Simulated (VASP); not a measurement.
# SnN2F2 (C2/m) in VASP: single point with PBE

Aim: the single point of SnN2F2 with PBE.

Everything below comes from runs of VASP 6.6.1. Logs are shortened: lines on timing, memory, paths and dates and some standing lists are left out, and cuts for length are marked.

### Step 1. The cell of the first run

The structure is monoclinic, space group C2/m (No. 12). The conventional cell has a = 8.794 Å, b = 5.294 Å, c = 3.737 Å, α = 90.00°, β = 109.59°, γ = 90.00°. Within 3.1 Å of Sn (site symmetry 2/m) lie 4 F at 2.35 Å and 4 N at 2.71 Å. F (site symmetry m) has 2 Sn at 2.35 Å and 2 N at 2.55 to 3.03 Å and 1 F at 2.86 Å within 3.1 Å. N (site symmetry m) has 1 N at 1.12 Å within 1.5 Å.

### Step 2. Single point, PBE

File INCAR:

```
PREC = Accurate
ENCUT = 520
EDIFF = 1E-6
ISMEAR = -1
SIGMA = 0.05
LREAL = F
LASPH = T
NELM = 60
ALGO = Normal
ISIF = 2
LWAVE = F
LCHARG = F
GGA = PE
NBANDS = 27
```

File KPOINTS:

```
regular mesh
0
Gamma
  6 6 8
```

File POSCAR:

```
SnN2F2
1.0
    4.3970390000     -2.6470130000      0.0000000000
    4.3970390000      2.6470130000      0.0000000000
   -1.2529480000      0.0000000000      3.5211200000
Sn F N
1 2 2
Direct
    0.0000000000      0.0000000000      0.0000000000
    0.1723560000      0.1723560000      0.6365290000
    0.8276440000      0.8276440000      0.3634710000
    0.4619940000      0.4619940000      0.0939310000
    0.5380060000      0.5380060000      0.9060690000
```

Potentials or basis: VASP PAW PBE potentials, release 64 (Sn_d, F, N).

Command:

```sh
cat potpaw_PBE.64/Sn_d/POTCAR potpaw_PBE.64/F/POTCAR potpaw_PBE.64/N/POTCAR > POTCAR
mpirun -np 1 vasp_std > vasp.out
```

OUTCAR:

```text
PREC = Accurate
   ENCUT = 520
   EDIFF = 1E-6
   ISMEAR = -1
   LREAL = F
   LASPH = T
   NELM = 60
   ISIF = 2
   GGA = PE

 ion  position               nearest neighbor table
   1  0.000  0.000  0.000-   2 2.35   3 2.35   2 2.35   3 2.35   5 2.71   5 2.71   4 2.71   4 2.71

   2  0.172  0.172  0.637-   1 2.35   1 2.35
   3  0.828  0.828  0.363-   1 2.35   1 2.35
   4  0.462  0.462  0.094-   5 1.12   1 2.71   1 2.71
   5  0.538  0.538  0.906-   4 1.12   1 2.71   1 2.71

  LATTYP: Found a base centered monoclinic cell.
 ALAT       =     8.7940780000
 B/A-ratio  =     0.6019989816
 C/A-ratio  =     0.4249906358
 COS(beta)  =    -0.3352458210

  Lattice vectors:

 A1 = (   4.3970390000,  -2.6470130000,   0.0000000000)
 A2 = (   4.3970390000,   2.6470130000,   0.0000000000)
 A3 = (  -1.2529480000,   0.0000000000,   3.5211200000)

Analysis of symmetry for initial positions (statically):
=====================================================================
 Subroutine PRICEL returns:
 Original cell was already a primitive cell.

 Routine SETGRP: Setting up the symmetry group for a
 base centered monoclinic supercell.

 Subroutine GETGRP returns: Found  4 space group operations
 (whereof  4 operations were pure point group operations)
 out of a pool of  4 trial point group operations.

The static configuration has the point symmetry C_2h.

Analysis of symmetry for dynamics (positions and initial velocities):
=====================================================================
 Subroutine PRICEL returns:
 Original cell was already a primitive cell.

 Routine SETGRP: Setting up the symmetry group for a
 base centered monoclinic supercell.

 Subroutine GETGRP returns: Found  4 space group operations
 (whereof  4 operations were pure point group operations)
 out of a pool of  4 trial point group operations.

The dynamic configuration has the point symmetry C_2h.

 Subroutine INISYM returns: Found  4 space group operations
 (whereof  4 operations are pure point group operations),
 and found     1 'primitive' translations

----------------------------------------------------------------------------------------

                                     Primitive cell

  volume of cell :      81.9648

  direct lattice vectors                    reciprocal lattice vectors
     4.397039000 -2.647013000  0.000000000     0.113712887 -0.188892159  0.040463357
     4.397039000  2.647013000  0.000000000     0.113712887  0.188892159  0.040463357
    -1.252948000  0.000000000  3.521120000     0.000000000  0.000000000  0.284000545

  length of vectors
     5.132312324  5.132312324  3.737400801     0.224160995  0.224160995  0.284000545

  position of ions in fractional coordinates (direct lattice)
     0.000000000  0.000000000  0.000000000
     0.172356000  0.172356000  0.636529000
     0.827644000  0.827644000  0.363471000
     0.461994000  0.461994000  0.093931000
     0.538006000  0.538006000  0.906069000

  ion indices of the primitive-cell ions
   primitive index   ion index
                 1           1
                 2           2
                 3           3
                 4           4
                 5           5

----------------------------------------------------------------------------------------

 KPOINTS: regular mesh

Automatic generation of k-mesh.
 Grid dimensions read from file:
 generate k-points for:    6    6    8

 Generating k-lattice:

  Cartesian coordinates                     Fractional coordinates (reciprocal lattice)
     0.018952148 -0.031482026  0.006743893     0.166666667  0.000000000  0.000000000
     0.018952148  0.031482026  0.006743893     0.000000000  0.166666667  0.000000000
     0.000000000  0.000000000  0.035500068     0.000000000  0.000000000  0.125000000

  Length of vectors
     0.037360166  0.037360166  0.035500068

  Shift w.r.t. Gamma in fractional coordinates (k-lattice)
     0.000000000  0.000000000  0.000000000

 Subroutine IBZKPT returns following result:
 ===========================================

 Found     89 irreducible k-points:

 Following reciprocal coordinates:
            Coordinates               Weight
  0.000000  0.000000  0.000000      1.000000
  0.166667 -0.000000 -0.000000      4.000000
  0.333333 -0.000000  0.000000      4.000000
  0.500000  0.000000  0.000000      2.000000
  0.166667  0.166667 -0.000000      2.000000
  0.333333  0.166667  0.000000      4.000000
[... 16 lines left out ...]
 -0.333333  0.166667  0.125000      4.000000
 -0.166667  0.166667  0.125000      4.000000
 [... further k-points ...]
   k-points           NKPTS =     89   k-points in BZ     NKDIM =     89   number of bands    NBANDS=     27
   number of dos      NEDOS =    301   number of ions     NIONS =      5
   total plane-waves  NPLWV =  44800
   dimension x,y,z NGX =    40 NGY =   40 NGZ =   28
   dimension x,y,z NGXF=    80 NGYF=   80 NGZF=   56
   ions per type =               1   2   2
   NGX,Y,Z   is equivalent  to a cutoff of  12.96, 12.96, 12.45 a.u.
   NGXF,Y,Z  is equivalent  to a cutoff of  25.91, 25.91, 24.91 a.u.
 SYSTEM =  unknown system
   PREC   = accura    normal or accurate (medium, high low for compatibility)
   ISTART =      0    job   : 0-new  1-cont  2-samecut
   ICHARG =      2    charge: 1-file 2-atom 10-const
   ISPIN  =      1    spin polarized calculation?
   LNONCOLLINEAR =      F non collinear calculations
   LSORBIT =      F    spin-orbit coupling
   LASPH  =      T    aspherical Exc in radial PAW
   ENCUT  =  520.0 eV  38.22 Ry    6.18 a.u.   9.54  9.54  6.95*2*pi/ulx,y,z
   NELM   =     60;   NELMIN=  2; NELMDL= -5     # of ELM steps
   EDIFF  = 0.1E-05   stopping-criterion for ELM
   LREAL  =      F    real-space projection
   EDIFFG = 0.1E-04   stopping-criterion for IOM
   NSW    =      0    number of steps for IOM
   IBRION =     -1    ionic relax: 0-MD 1-quasi-New 2-CG
   NFREE  =      0    steps in history (QN), initial steepest desc. (CG)
   ISIF   =      2    stress and relaxation
   ISYM   =      2    0-nonsym 1-usesym 2-fastsym
   POTIM  = 0.5000    time-step for ionic-motion
   TEBEG  =    0.0;   TEEND  =   0.0 temperature during run
   PSTRESS=    0.0 pullay stress
   NELECT =      38.0000    total number of electrons
   NUPDOWN=      -1.0000    fix difference up-down
   EMIN   =  10.00;   EMAX   =-10.00  energy-range for DOS
   EFERMI =   0.00;   METHOD = LEGACY
   ISMEAR =    -1;   SIGMA  =   0.05  broadening in eV -4-tet -1-fermi 0-gaus
   EFERMI_NEDOS =   21; number of points for ismear=-14 and -15
   IALGO  =     38    algorithm
   IMIX   =      4    mixing-type and parameters
     AMIX     =   0.40;   BMIX     =  1.00
     AMIX_MAG =   1.60;   BMIX_MAG =  1.00
  volume/ion in A,a.u.               =      16.39       110.63
  Fermi-wavevector in a.u.,A,eV,Ry     =   1.267050  2.394377 21.842994  1.605415
  Thomas-Fermi vector in A             =   2.400218
   LORBIT       =      0    0 simple, 1 ext, 2 COOP (PROOUT), +10 PAW based schemes
   GGA     = PE    functional components
   LHFCALC =     F    Hartree Fock is set to
   AEXX    =    0.0000 exact exchange contribution
   IVDW    =     0    specifies the selected vdW correction
   LEPSILON=     F    determine dielectric tensor
   LRPA    =     F    only Hartree local field effects (RPA)
 non-spin polarized calculation
  energy-cutoff  :      520.00
  volume of cell :       81.96
 maximum number of plane-waves:      2228
 NGX is ok and might be reduce to    40
   NGX = 19   NGY = 19   NGZ = 13

 number of electron      37.9999997 magnetization

 Free energy of the ion-electron system (eV)
  ---------------------------------------------------
  ext. energy  EPLUGINS =         0.00000000
  ---------------------------------------------------
  free energy    TOTEN  =       -28.70102554 eV

  energy without entropy =      -28.70102197  energy(sigma->0) =      -28.70102376

 E-fermi :   2.5937     XC(G=0):  -8.8016

 val. band max:        2.1181975420   @ k =   0.5000   0.0000   0.5000
 cond. band min:       3.0814085576   @ k =   0.5000   0.0000   0.5000
 fundamental gap:      0.9632110155
 Fermi energy:         2.5936815597

 k-point     1 :       0.0000    0.0000    0.0000
  band No.  band energies     occupation
      1     -22.0462      2.00000
      2     -20.0745      2.00000
      3     -19.6073      2.00000
      4     -18.8737      2.00000
      5     -18.8152      2.00000
      6     -18.7766      2.00000
[... 19 lines left out ...]
     26      11.5357      0.00000
     27      13.4543      0.00000

 k-point     2 :       0.1667   -0.0000   -0.0000
  band No.  band energies     occupation
      1     -22.0357      2.00000
      2     -20.0687      2.00000
      3     -19.6149      2.00000
      4     -18.8737      2.00000
      5     -18.8154      2.00000
      6     -18.7867      2.00000
[... 19 lines left out ...]
     26      11.8512      0.00000
     27      13.1591      0.00000

 k-point     3 :       0.3333   -0.0000    0.0000
  band No.  band energies     occupation
      1     -22.0145      2.00000
      2     -20.0566      2.00000
      3     -19.6304      2.00000
      4     -18.8738      2.00000
      5     -18.8159      2.00000
      6     -18.8096      2.00000
[... 19 lines left out ...]
     26      12.7892      0.00000
     27      12.9737      0.00000

 k-point     4 :       0.5000    0.0000    0.0000
  band No.  band energies     occupation
      1     -22.0037      2.00000
      2     -20.0502      2.00000
      3     -19.6382      2.00000
      4     -18.8740      2.00000
      5     -18.8222      2.00000
      6     -18.8160      2.00000
[... 19 lines left out ...]
     26      12.9280      0.00000
     27      13.3871      0.00000
[... 516 lines left out ...]
      4     -18.8729      2.00000
      5     -18.8192      2.00000
      6     -18.8183      2.00000
[... 19 lines left out ...]
     26      12.7076      0.00000
     27      13.8855      0.00000

 k-point    23 :      -0.3333    0.1667    0.1250
  band No.  band energies     occupation
      1     -21.9988      2.00000
      2     -20.0090      2.00000
      3     -19.7253      2.00000
      4     -18.8733      2.00000
      5     -18.8302      2.00000
      6     -18.8186      2.00000
[... 19 lines left out ...]
     26      12.3863      0.00000
     27      13.5592      0.00000

 k-point    24 :      -0.1667    0.1667    0.1250
  band No.  band energies     occupation
      1     -22.0102      2.00000
      2     -20.0250      2.00000
      3     -19.7079      2.00000
      4     -18.8735      2.00000
      5     -18.8184      2.00000
      6     -18.8159      2.00000
[... 19 lines left out ...]
     26      12.1908      0.00000
     27      13.3282      0.00000

 [... further k-points ...]

------------------------ aborting loop because EDIFF is reached ----------------------------------------

  FORCE on cell =-STRESS in cart. coord.  units (eV):
  Direction    XX          YY          ZZ          XY          YZ          ZX
  --------------------------------------------------------------------------------------
  -------------------------------------------------------------------------------------
  Total        0.6359025      8.1937503      0.5988985      0.0000000      0.0000000      0.1543664
  in kB       12.4300795    160.1644369     11.7067560      0.0000000      0.0000000      3.0174219
  external PRESSURE =      61.4337575 kB  Pullay stress =       0.0000000 kB

 VOLUME and BASIS-vectors are now :
 -----------------------------------------------------------------------------
  energy-cutoff  :      520.00
  volume of cell :       81.96
      direct lattice vectors                 reciprocal lattice vectors
     4.397039000 -2.647013000  0.000000000     0.113712887 -0.188892159  0.040463357
     4.397039000  2.647013000  0.000000000     0.113712887  0.188892159  0.040463357
    -1.252948000  0.000000000  3.521120000     0.000000000  0.000000000  0.284000545

 POSITION                                       TOTAL-FORCE (eV/Angst)
 -----------------------------------------------------------------------------------
      0.00000      0.00000      0.00000         0.000000      0.000000      0.000000
      0.71817      0.00000      2.24129        -0.153287      0.000000     -0.057659
      6.82296      0.00000      1.27983         0.153287      0.000000      0.057659
      3.94512      0.00000      0.33074         0.169702      0.000000     -0.034415
      3.59601      0.00000      3.19038        -0.169702      0.000000      0.034415
 -----------------------------------------------------------------------------------
    total drift:                                0.000000     -0.000000     -0.000000

  FREE ENERGIE OF THE ION-ELECTRON SYSTEM (eV)
  ---------------------------------------------------
  free  energy   TOTEN  =       -28.7010255392 eV

  energy  without entropy=      -28.7010219743  energy(sigma->0) =      -28.70102376
```

It used 310 s of CPU time on 1 thread of AMD EPYC 7R13 Processor (Zen 3), with other jobs on the host.

What came out:

* Free energy: -28.7010 eV
* Pressure: 6.1 GPa
* Largest force: 0.173 eV/Å
* Band gap on the k mesh: 0.96 eV, direct

Forces in eV/Å, atoms in the order of the input:
```
Sn   0.000  0.000  0.000
F   -0.153  0.000 -0.058
F    0.153  0.000  0.058
N    0.170  0.000 -0.034
N   -0.170  0.000  0.034
```

Stress tensor (GPa, compression positive):
```
 1.24  0.00  0.30
 0.00 16.02  0.00
 0.30  0.00  1.17
```

Caveat: the standard files for N, O and F lose accuracy on very short bonds; spin-orbit coupling is left out, which moves the levels of the heavy elements. A k mesh can miss the band edges.
